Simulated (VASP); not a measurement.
A run of VASP 6.6.1:

Contents of INCAR:

```
  PREC = Accurate
  ENCUT = 520
  EDIFF = 1E-7
  ISMEAR = 0
  SIGMA = 0.1
  LREAL = False
  LASPH = True
  NELM = 100
  ALGO = Normal
  ISIF = 2
  LWAVE = False
  LCHARG = True
  GGA = PE
  LELF = True
  LVHAR = True
  NBANDS = 19
```

KPOINTS

```
regular mesh
0
Gamma
  6 6 6
```

File POSCAR:

```
B5N
1.0
    4.0372669315     -0.0000000029      0.0000000000
   -2.0186334633      3.4963757260      0.0000000000
    0.0000000000      0.0000000000      2.9016474500
B N
5 1
Direct
    0.3333333333      0.6666666667      0.0000000000
    0.6666666667      0.3333333333      0.0000000000
    0.5000000000      0.0000000000      0.5000000000
    0.5000000000      0.5000000000      0.5000000000
    0.0000000000      0.5000000000      0.5000000000
    0.0000000000      0.0000000000      0.0000000000
```

Potentials or basis: VASP PAW PBE potentials, release 64 (B, N).

The run is started by

```bash
$ cat potpaw_PBE.64/B/POTCAR potpaw_PBE.64/N/POTCAR > POTCAR
$ mpirun -np 1 vasp_std > vasp.out
```

Hardware: 1 thread of Intel Xeon 8259CL (shared host).

Question: How long does it take, and how much memory?

Answer: It took 37 s on 1 thread of Intel Xeon 8259CL (shared host), peak memory 0.16 GiB. Counts: scf iterations 15, k points 28.
